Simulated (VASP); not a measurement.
Set up this calculation in VASP 6.6.1, as the native input.

- Task: electric field gradients
- Functional: PBEsol
- Potentials or basis: VASP PAW PBE potentials, release 64 (Al, N)
- Cutoff: 520 eV
- k mesh: 11 × 11 × 6
- Occupations: fermi-dirac, width 0.02 eV
- Spin: no spin polarisation
- Dipole correction: no
- Further INCAR settings: ALGO = Normal; EDIFF = 1e-08; NBANDS = 16

The structure of AlN lies in POSCAR:

```
AlN
1.0
    3.1005973844      0.0000000000      0.0000000000
   -1.5502986922      2.6851961018      0.0000000000
    0.0000000000      0.0000000000      4.9613510462
Al N
2 2
Direct
    0.3333333333      0.6666666667      0.0000000000
    0.6666666667      0.3333333333      0.5000000000
    0.3333333333      0.6666666667      0.3850000000
    0.6666666667      0.3333333333      0.8850000000
```

This cell differs from its parent crystal: volume scaled by 0.99.

These files were run (other wordings do the same):

INCAR

```
SYSTEM = AlN
PREC     = Accurate       ! precision mode
ENCUT    = 520            ! plane-wave cutoff, eV
EDIFF    = 1E-8           ! SCF threshold, eV
ISMEAR   = -1             ! smearing method
SIGMA    = 0.02           ! smearing width, eV
LREAL    = .False.        ! projectors in reciprocal space
LASPH    = .True.         ! aspherical terms in the spheres
NELM     = 100            ! most SCF steps
ALGO     = Normal         ! electronic algorithm
ISIF     = 2              ! what is computed and relaxed
LWAVE    = .False.        ! write WAVECAR
LCHARG   = .False.        ! write CHGCAR
GGA      = PS             ! functional
LEFG     = .True.       
NBANDS   = 16             ! bands
```

KPOINTS

```
regular mesh
0
Gamma
  11 11 6
  0 0 0
```

Potentials or basis: VASP PAW PBE potentials, release 64 (Al, N).

Run with:

```sh
$ cat potpaw_PBE.64/Al/POTCAR potpaw_PBE.64/N/POTCAR > POTCAR
$ mpirun -np 1 vasp_std > vasp.out
```

Results of the run:

```json
{"Pressure": "2.6 GPa", "Largest force": "0.178 eV/Å", "Band gap on the k mesh": "4.18 eV, direct"}
```

Caveat: without QUAD_EFG the Cq values of the log hold for a quadrupole moment of 1 mb, not for the nuclei; the PAW data sets were made with another functional, which shifts forces and pressure a little.

Wall time 27 s on 1 thread of AMD EPYC 7R13 Processor (Zen 3), with other jobs on the host, peak memory 0.14 GiB.
